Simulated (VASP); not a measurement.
Here is a VASP 6.6.1 calculation.

File INCAR:

```
SYSTEM = Sn4HO8
  PREC = Accurate
  ENCUT = 520
  EDIFF = 1E-6
  ISMEAR = 0
  SIGMA = 0.05
  LREAL = Auto
  LASPH = .TRUE.
  NELM = 100
  ALGO = Normal
  ISIF = 2
  LWAVE = .FALSE.
  LCHARG = .FALSE.
  GGA = PE
  NBANDS = 124
```

KPOINTS

```
Automatic mesh
0
G
  2 2 1
  0 0 0
```

Contents of POSCAR:

```
Sn4HO8
1.0
    6.7005440000      0.0000000000      0.0000000000
    0.0000000000      6.3730000000      0.0000000000
    0.0000000000      0.0000000000     18.4039890000
Sn O H
8 16 2
Direct
    0.0000000000      0.0000000000      0.0543360500
    0.5000000000      0.2500000000      0.0543360500
    0.5000000000      0.0000000000      0.2553497412
    0.0000009080      0.2358133596      0.2380654256
    0.0000000000      0.5000000000      0.0543360500
    0.5000000000      0.7500000000      0.0543360500
    0.5000000000      0.5000000000      0.2472179673
   -0.0000009080      0.7641866404      0.2380654256
    0.0000000000      0.0000000000      0.1616012739
    0.1935000100      0.2500000000      0.0543360500
    0.5000000000      0.0000000000      0.1247857300
    0.8064999900      0.2500000000      0.0543360500
    0.5000000000      0.0000000000      0.3617008128
    0.6973455331      0.2514804687      0.2346658421
    1.0000000000      0.0000000000      0.3095013444
    0.3026539746      0.2514818100      0.2346665146
    0.0000000000      0.5000000000      0.1706067265
    0.1935000100      0.7500000000      0.0543360500
    0.5000000000      0.5000000000      0.1247857300
    0.8064999900      0.7500000000      0.0543360500
    0.5000000000      0.5000000000      0.3548005809
    0.6973460254      0.7485181900      0.2346665146
    1.0000000000      0.5000000000      0.3325255408
    0.3026544669      0.7485195313      0.2346658421
    0.8772919680      0.5000006265      0.3628123321
    1.1227080320      0.4999993735      0.3628123321
```

Potentials or basis: VASP PAW PBE potentials, release 64 (Sn_d, O, H).

The run is started by

```bash
$ cat potpaw_PBE.64/Sn_d/POTCAR potpaw_PBE.64/O/POTCAR potpaw_PBE.64/H/POTCAR > POTCAR
$ mpirun -np 1 vasp_std > vasp.out
```

**Question.** Predict the largest force.

**Answer.** 2.440 eV/Å.

**Question.** Estimate the band gap on the k mesh.

**Answer.** Zero (band 105 reaches -0.46 eV, above the bottom of band 106 at -0.78 eV).

Forces on the atoms (eV/Å):
```
Sn   0.000  0.000  1.142
Sn   0.000 -0.005  0.676
Sn   0.000  0.000 -0.106
Sn   0.000  0.045 -0.017
Sn   0.000  0.000  2.440
Sn   0.000  0.005  0.676
Sn   0.000  0.000 -0.080
Sn   0.000 -0.045 -0.017
O    0.000  0.000  0.004
O   -0.857  0.173 -1.216
O    0.000  0.000 -0.143
O    0.857  0.173 -1.216
O    0.000  0.000  0.130
O   -0.007  0.006 -0.013
O    0.000  0.000  0.130
O    0.007  0.006 -0.013
O    0.000  0.000  0.023
O   -0.857 -0.173 -1.216
O    0.000  0.000 -0.052
O    0.857 -0.173 -1.216
O    0.000  0.000  0.107
O   -0.007 -0.006 -0.013
O    0.000  0.000 -0.016
O    0.007 -0.006 -0.013
H   -0.070  0.000  0.010
H    0.070  0.000  0.010
```

Caveat: the k points lie up to 0.49 Å⁻¹ apart; spin-orbit coupling is left out, which moves the levels of the heavy elements.
